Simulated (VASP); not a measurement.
Input of a VASP 6.6.1 run:

Contents of INCAR:

```
ALGO = Normal ; EDIFF = 1E-8
ENCUT = 520 ; GGA = PE
ISIF = 2 ; ISMEAR = -1
LASPH = T ; LCHARG = F
LEFG = T ; LREAL = F
LWAVE = F ; NBANDS = 10
NELM = 60 ; PREC = Accurate
SIGMA = 0.03
```

File KPOINTS:

```
k-points
0
Gamma
  14 14 14
```

The input POSCAR:

```
Os
1.0
    0.0000000000      1.9831469396      1.9831469396
    1.9831469396      0.0000000000      1.9831469396
    1.9831469396      1.9831469396      0.0000000000
Os
1
Direct
    0.0000000000      0.0000000000      0.0000000000
```

Potentials or basis: VASP PAW PBE potentials, release 64 (Os).

Run with:

```sh
$ cat potpaw_PBE.64/Os/POTCAR > POTCAR
$ mpirun -np 1 vasp_std > vasp.out
```

Problem. What does it give for the band gap on the k mesh?

Solution. Zero (bands 4 and 5 overlap by 3.30 eV).

Problem. What does it give for the pressure?

Solution. -27.2 GPa.

Caveat: the cell stands under tension; spin-orbit coupling is left out, which moves the levels of the heavy elements.
